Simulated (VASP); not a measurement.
Bi: relaxation of cell and atoms with PBEsol+D4

Bi:

```
Bi
1.0
     3.23838    0.00000    0.00000
     0.00000    3.22164    0.00000
    -0.08045    0.00000    6.44389
Bi
2
Direct
  0.54425 0.00000 0.74958
  0.45575 0.00000 0.25042
```

| Property | Result |
| --- | --- |
| Program | VASP 6.6.1 |
| Task | relaxation of cell and atoms |
| Functional | PBEsol |
| Dispersion | D4 |
| Potentials or basis | VASP PAW PBE potentials, release 64 (Bi_d) |
| Cutoff | 600 eV |
| k mesh | 8 × 8 × 4 |
| Occupations | fermi-dirac, width 0.05 eV |
| Spin | no spin polarisation |
| Dipole correction | no |
| Further INCAR settings | ALGO = Fast; EDIFF = 1e-07; IBRION = 2; EDIFFG = -0.01; NSW = 60; ISIF = 3 |

```json
{
  "Relaxed volume": "32.42 Å³/atom",
  "Relaxed cell": "a = 3.191 Å, b = 3.209 Å, c = 6.344 Å, α = 90.00°, β = 93.55°, γ = 90.00°",
  "Space group after relaxing (to 0.1 Å)": "P2/m (No. 10)",
  "Energy gained by relaxing": "9.6 meV/atom",
  "Ionic steps": "22",
  "Pressure after relaxing": "0.0 GPa",
  "Largest force after relaxing": "0.010 eV/Å",
  "Band gap on the k mesh": "zero (bands 15 and 16 overlap by 6.34 eV)",
  "Dispersion energy per atom": "-0.306 eV"
}
```

Forces in eV/Å, atoms in the order of the input:
```
Bi   0.010  0.000 -0.001
Bi  -0.010  0.000  0.001
```

The path:
| step | energy change (eV) | largest force (eV/Å) | pressure (GPa) | volume (Å³) |
| --- | --- | --- | --- | --- |
| 1 | 0.0000 | 0.0124 | -1.86 | 67.23 |
| 2 | -0.0083 | 0.0313 | 1.42 | 63.51 |
| 3 | -0.0143 | 0.0203 | 0.00 | 64.94 |
| 4 | -0.0143 | 0.0206 | 0.08 | 64.89 |
| 5 | -0.0148 | 0.0228 | 0.05 | 64.92 |
| 6 | -0.0150 | 0.0255 | 0.02 | 64.95 |
| 7 | -0.0154 | 0.0242 | -0.02 | 64.99 |
| 8 | -0.0167 | 0.0221 | -0.17 | 65.11 |
| 9 | -0.0172 | 0.0222 | -0.45 | 65.34 |
| 10 | -0.0175 | 0.0200 | -0.33 | 65.24 |
| 11 | -0.0179 | 0.0185 | -0.32 | 65.21 |
| 12 | -0.0186 | 0.0183 | -0.27 | 65.12 |
| 13 | -0.0184 | 0.0199 | -0.15 | 64.93 |
| 14 | -0.0187 | 0.0201 | -0.21 | 65.03 |
| 15 | -0.0189 | 0.0185 | -0.15 | 64.97 |
| 16 | -0.0191 | 0.0170 | -0.07 | 64.88 |
| 17 | -0.0191 | 0.0146 | 0.09 | 64.71 |
| 18 | -0.0192 | 0.0152 | 0.03 | 64.77 |
| 19 | -0.0192 | 0.0134 | 0.03 | 64.78 |
| 20 | -0.0192 | 0.0114 | -0.02 | 64.83 |
| 21 | -0.0192 | 0.0100 | -0.02 | 64.83 |
| 22 | -0.0192 | 0.0100 | -0.02 | 64.83 |

Final structure:
```cif
data_structure
_symmetry_space_group_name_H-M 'P 1'
_symmetry_Int_Tables_number 1
_cell_length_a 3.1907
_cell_length_b 3.2092
_cell_length_c 6.3437
_cell_angle_alpha 90.000
_cell_angle_beta 93.553
_cell_angle_gamma 90.000
_cell_volume 64.83
loop_
_atom_site_label
_atom_site_type_symbol
_atom_site_fract_x
_atom_site_fract_y
_atom_site_fract_z
_atom_site_occupancy
Bi1 Bi 0.54955 0.00000 0.74974 1
Bi2 Bi 0.45045 0.00000 0.25026 1
```

Levels at points of the mesh, in eV from the Fermi level:
```
           k point  band 11  band 12  band 13  band 14  band 15  band 16  band 17  band 18  band 19
(0.00, 0.00, 0.00)   -13.49   -11.34    -5.31     3.15     3.36     3.58     4.99     5.27     6.66
(0.50, 0.00, 0.00)   -11.36    -9.34    -5.26    -3.61    -2.91     2.28     5.25     5.76     7.36
(0.00, 0.50, 0.00)   -11.47    -9.34    -5.29    -3.37    -3.22     2.59     5.36     5.58     7.11
(0.50, 0.50, 0.00)    -9.36    -7.29    -3.32    -3.24    -1.77    -1.41    -1.08     2.63     4.88
(0.00, 0.00, 0.50)   -12.69   -12.65    -1.87    -1.81     3.94     4.02     4.05     4.40     7.64
(0.50, 0.00, 0.50)   -10.65   -10.51    -4.57    -4.48     0.09     0.48     5.37     5.66     6.09
(0.00, 0.50, 0.50)   -10.69   -10.64    -4.46    -4.44     0.18     0.25     5.44     5.44     5.98
(0.50, 0.50, 0.50)    -8.65    -8.51    -2.65    -2.57    -2.52    -2.40     2.09     2.52     3.29
```

It took 59 min on 1 thread of Intel Xeon 8259CL (shared host), peak memory 0.3 GiB.

Caveat: the PAW data sets were made with another functional, which shifts forces and pressure a little; spin-orbit coupling is left out, which moves the levels of the heavy elements.
